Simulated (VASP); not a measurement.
# CdSe (F-43m) in VASP: a series of runs

The runs below take CdSe through single point, with PBEsol.

Everything below comes from runs of VASP 6.6.1. Logs are shortened: lines on timing, memory, paths and dates and some standing lists are left out, and cuts for length are marked.

## (1) The cell of the first run

It takes space group F-43m (No. 216, cubic). The conventional cell has a = 6.141 Å, b = 6.141 Å, c = 6.141 Å, α = 90.00°, β = 90.00°, γ = 90.00°. Cd (site symmetry -43m) has 4 Se at 2.66 Å within 3.5 Å. Within 3.5 Å of Se (site symmetry -43m) lie 4 Cd at 2.66 Å.

## (2) Single point, PBEsol

INCAR reads:

```
ALGO = Normal ; EDIFF = 1E-6
ENCUT = 520 ; GGA = PS
ISIF = 2 ; ISMEAR = -1
LASPH = T ; LCHARG = F
LREAL = F ; LWAVE = F
NBANDS = 16 ; NELM = 60
PREC = Accurate ; SIGMA = 0.05
```

KPOINTS reads:

```
k-points
0
Gamma
  6 6 6
```

POSCAR reads:

```
CdSe
1.0
    0.0000000000      3.0702711986      3.0702711986
    3.0702711986      0.0000000000      3.0702711986
    3.0702711986      3.0702711986      0.0000000000
Cd Se
1 1
Direct
    0.0000000000      0.0000000000      0.0000000000
    0.2500000000      0.2500000000      0.2500000000
```

Potentials or basis: VASP PAW PBE potentials, release 64 (Cd, Se).

Command:

```sh
$ cat potpaw_PBE.64/Cd/POTCAR potpaw_PBE.64/Se/POTCAR > POTCAR
$ mpirun -np 1 vasp_std > vasp.out
```

OUTCAR:

```text
EDIFF = 1E-6
   ENCUT = 520
   GGA = PS
   ISIF = 2
   ISMEAR = -1
   LASPH = T
   LREAL = F
   NELM = 60
   PREC = Accurate

 ion  position               nearest neighbor table
   1  0.000  0.000  0.000-   2 2.66   2 2.66   2 2.66   2 2.66
   2  0.250  0.250  0.250-   1 2.66   1 2.66   1 2.66   1 2.66

  LATTYP: Found a face centered cubic cell.
 ALAT       =     6.1405423972

  Lattice vectors:

 A1 = (   0.0000000000,   3.0702711986,   3.0702711986)
 A2 = (   3.0702711986,   0.0000000000,   3.0702711986)
 A3 = (   3.0702711986,   3.0702711986,   0.0000000000)

Analysis of symmetry for initial positions (statically):
=====================================================================
 Subroutine PRICEL returns:
 Original cell was already a primitive cell.

 Routine SETGRP: Setting up the symmetry group for a
 face centered cubic supercell.

 Subroutine GETGRP returns: Found 24 space group operations
 (whereof 24 operations were pure point group operations)
 out of a pool of 48 trial point group operations.

The static configuration has the point symmetry T_d .

Analysis of symmetry for dynamics (positions and initial velocities):
=====================================================================
 Subroutine PRICEL returns:
 Original cell was already a primitive cell.

 Routine SETGRP: Setting up the symmetry group for a
 face centered cubic supercell.

 Subroutine GETGRP returns: Found 24 space group operations
 (whereof 24 operations were pure point group operations)
 out of a pool of 48 trial point group operations.

The dynamic configuration has the point symmetry T_d .

 Subroutine INISYM returns: Found 24 space group operations
 (whereof 24 operations are pure point group operations),
 and found     1 'primitive' translations

----------------------------------------------------------------------------------------

                                     Primitive cell

  volume of cell :      57.8842

  direct lattice vectors                    reciprocal lattice vectors
     0.000000000  3.070271199  3.070271199    -0.162852063  0.162852063  0.162852063
     3.070271199  0.000000000  3.070271199     0.162852063 -0.162852063  0.162852063
     3.070271199  3.070271199  0.000000000     0.162852063  0.162852063 -0.162852063

  length of vectors
     4.342019169  4.342019169  4.342019169     0.282068048  0.282068048  0.282068048
[... 68 lines left out ...]
   LSORBIT =      F    spin-orbit coupling
   LASPH  =      T    aspherical Exc in radial PAW
   ENCUT  =  520.0 eV  38.22 Ry    6.18 a.u.   8.07  8.07  8.07*2*pi/ulx,y,z
   NELM   =     60;   NELMIN=  2; NELMDL= -5     # of ELM steps
   EDIFF  = 0.1E-05   stopping-criterion for ELM
   LREAL  =      F    real-space projection
   EDIFFG = 0.1E-04   stopping-criterion for IOM
   NSW    =      0    number of steps for IOM
   IBRION =     -1    ionic relax: 0-MD 1-quasi-New 2-CG
   NFREE  =      0    steps in history (QN), initial steepest desc. (CG)
   ISIF   =      2    stress and relaxation
   ISYM   =      2    0-nonsym 1-usesym 2-fastsym
   POTIM  = 0.5000    time-step for ionic-motion
   TEBEG  =    0.0;   TEEND  =   0.0 temperature during run
   PSTRESS=    0.0 pullay stress
   NELECT =      18.0000    total number of electrons
   NUPDOWN=      -1.0000    fix difference up-down
   EMIN   =  10.00;   EMAX   =-10.00  energy-range for DOS
   EFERMI =   0.00;   METHOD = LEGACY
   ISMEAR =    -1;   SIGMA  =   0.05  broadening in eV -4-tet -1-fermi 0-gaus
   EFERMI_NEDOS =   21; number of points for ismear=-14 and -15
   IALGO  =     38    algorithm
   IMIX   =      4    mixing-type and parameters
     AMIX     =   0.40;   BMIX     =  1.00
     AMIX_MAG =   1.60;   BMIX_MAG =  1.00
  volume/ion in A,a.u.               =      28.94       195.31
  Fermi-wavevector in a.u.,A,eV,Ry     =   1.109121  2.095935 16.737199  1.230149
  Thomas-Fermi vector in A             =   2.245657
   LORBIT       =      0    0 simple, 1 ext, 2 COOP (PROOUT), +10 PAW based schemes
   GGA     = PS    functional components
   LHFCALC =     F    Hartree Fock is set to
   AEXX    =    0.0000 exact exchange contribution
   IVDW    =     0    specifies the selected vdW correction
   LEPSILON=     F    determine dielectric tensor
   LRPA    =     F    only Hartree local field effects (RPA)
 non-spin polarized calculation
  energy-cutoff  :      520.00
  volume of cell :       57.88
 maximum number of plane-waves:      1588
   NGX = 17   NGY = 17   NGZ = 17

 number of electron      18.0000008 magnetization

 Free energy of the ion-electron system (eV)
  ---------------------------------------------------
  ext. energy  EPLUGINS =         0.00000000
  ---------------------------------------------------
  free energy    TOTEN  =        -6.16851299 eV

  energy without entropy =       -6.16838345  energy(sigma->0) =       -6.16844822

 E-fermi :   0.8353     XC(G=0):  -8.9681

 val. band max:        0.5928432880   @ k =   0.0000   0.0000   0.0000
 cond. band min:       1.0170948951   @ k =   0.0000   0.0000   0.0000
 fundamental gap:      0.4242516071
 Fermi energy:         0.8353190076

 k-point     1 :       0.0000    0.0000    0.0000
  band No.  band energies     occupation
      1     -11.8730      2.00000
      2      -7.2289      2.00000
      3      -7.2289      2.00000
      4      -7.2289      2.00000
      5      -6.8781      2.00000
      6      -6.8781      2.00000
[... 281 lines left out ...]
      3      -7.0358      2.00000
      4      -6.9376      2.00000
      5      -6.8522      2.00000
      6      -6.4570      2.00000
[... 8 lines left out ...]
     15      13.1994      0.00000
     16      13.3880      0.00000

------------------------ aborting loop because EDIFF is reached ----------------------------------------

  FORCE on cell =-STRESS in cart. coord.  units (eV):
  Direction    XX          YY          ZZ          XY          YZ          ZX
  --------------------------------------------------------------------------------------
  -------------------------------------------------------------------------------------
  Total       -0.3980294     -0.3980294     -0.3980294     -0.0000000      0.0000000      0.0000000
  in kB      -11.0170554    -11.0170554    -11.0170554     -0.0000000      0.0000000      0.0000000
  external PRESSURE =     -11.0170554 kB  Pullay stress =       0.0000000 kB

 VOLUME and BASIS-vectors are now :
 -----------------------------------------------------------------------------
  energy-cutoff  :      520.00
  volume of cell :       57.88
      direct lattice vectors                 reciprocal lattice vectors
     0.000000000  3.070271199  3.070271199    -0.162852063  0.162852063  0.162852063
     3.070271199  0.000000000  3.070271199     0.162852063 -0.162852063  0.162852063
     3.070271199  3.070271199  0.000000000     0.162852063  0.162852063 -0.162852063

 POSITION                                       TOTAL-FORCE (eV/Angst)
 -----------------------------------------------------------------------------------
      0.00000      0.00000      0.00000        -0.000000     -0.000000     -0.000000
      1.53514      1.53514      1.53514         0.000000      0.000000      0.000000
 -----------------------------------------------------------------------------------
    total drift:                               -0.000000     -0.000000     -0.000000

  FREE ENERGIE OF THE ION-ELECTRON SYSTEM (eV)
  ---------------------------------------------------
  free  energy   TOTEN  =        -6.1685129933 eV

  energy  without entropy=       -6.1683834500  energy(sigma->0) =       -6.16844822
```

Run time: 22 s. Hardware: 1 thread of Intel Xeon 8259CL, shared host; peak memory 0.18 GiB.

Results:

| Property | Result |
| --- | --- |
| Free energy | -6.1685 eV |
| Pressure | -1.1 GPa |
| Band gap on the k mesh | 0.42 eV |

Caveat: the PAW data sets were made with another functional, which shifts forces and pressure a little.

## (3) Single point, PBEsol, non-collinear spin, zero start, spin-orbit coupling

INCAR reads:

```
ALGO     = Normal         # electronic algorithm
EDIFF    = 1E-7           # SCF threshold, eV
ENCUT    = 520            # plane-wave cutoff, eV
GGA      = PS             # functional
GGA_COMPAT= F            
ISIF     = 2              # what is computed and relaxed
ISMEAR   = -1             # smearing method
LASPH    = T              # aspherical terms in the spheres
LCHARG   = T              # write CHGCAR
LORBIT   = 11             # projections on sites
LORBMOM  = T            
LREAL    = F              # projectors in reciprocal space
LSORBIT  = T              # spin-orbit coupling
LVHAR    = T            
LWAVE    = F              # write WAVECAR
MAGMOM   = 0 0 0 0 0 0    # initial moments
NBANDS   = 30             # bands
NELM     = 150            # most SCF steps
PREC     = Accurate       # precision mode
SIGMA    = 0.05           # smearing width, eV
```

KPOINTS is that of step 2.

POSCAR is that of step 2.

Potentials or basis: VASP PAW PBE potentials, release 64 (Cd, Se).

Command:

```sh
$ cat potpaw_PBE.64/Cd/POTCAR potpaw_PBE.64/Se/POTCAR > POTCAR
$ mpirun -np 1 vasp_ncl > vasp.out
```

It took 2.5 min on 1 thread of Intel Xeon 8259CL, shared host; peak memory 0.33 GiB.

The run converged. Its results:

```yaml
Free_energy: -6.2176 eV
Pressure: -1.1 GPa
Net_moment: 0.00 μB per cell
Valence_electrons_inside_the_program's_atomic_spheres: Cd 10.30; Se 3.83
```

Moments on the atoms (μB; x, y, z):
```
Cd  0.00 0.00 0.00
Se  0.00 0.00 0.00
```

Caveat: the PAW data sets were made with another functional, which shifts forces and pressure a little.
